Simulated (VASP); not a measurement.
Runs of VASP 6.6.1 on RbBr. The structure is that of space group Pm-3m (No. 221), or close to it. The cells are those of the table. 

```tsv
cell	gap on the mesh (eV)	pressure (GPa)
a = 4.002, b = 4.149, c = 4.149 Å, 2 atoms	4.77	0.4
a = 3.940, b = 4.160, c = 4.160 Å, 2 atoms	4.73	0.6
a = 4.064, b = 4.142, c = 4.142 Å, 2 atoms	4.80	0.2
a = 4.126 Å, 2 atoms	4.83	0.0
a = 3.940, b = 4.172, c = 4.172 Å, 2 atoms	4.69	(b)
a = 4.250, b = 4.095, c = 4.095 Å, 2 atoms	4.70	-0.2
a = 4.188, b = 4.119, c = 4.119 Å, 2 atoms	(a)	-0.1
```

Alike in all rows: task single point; level r2SCAN; potentials or basis VASP PAW PBE potentials, release 64 (Rb_sv, Br); no spin polarisation; k mesh 6 × 6 × 6; cutoff (eV) 520; smearing gaussian 0.02 eV.

Problem. Fill in the values left out.

Solution. (a) 4.76; (b) 0.5.

Caveats: the PAW data sets were made with another functional, which shifts forces and pressure a little.

A k mesh can miss the band edges, and the runs leave out spin-orbit coupling on Br, Rb.
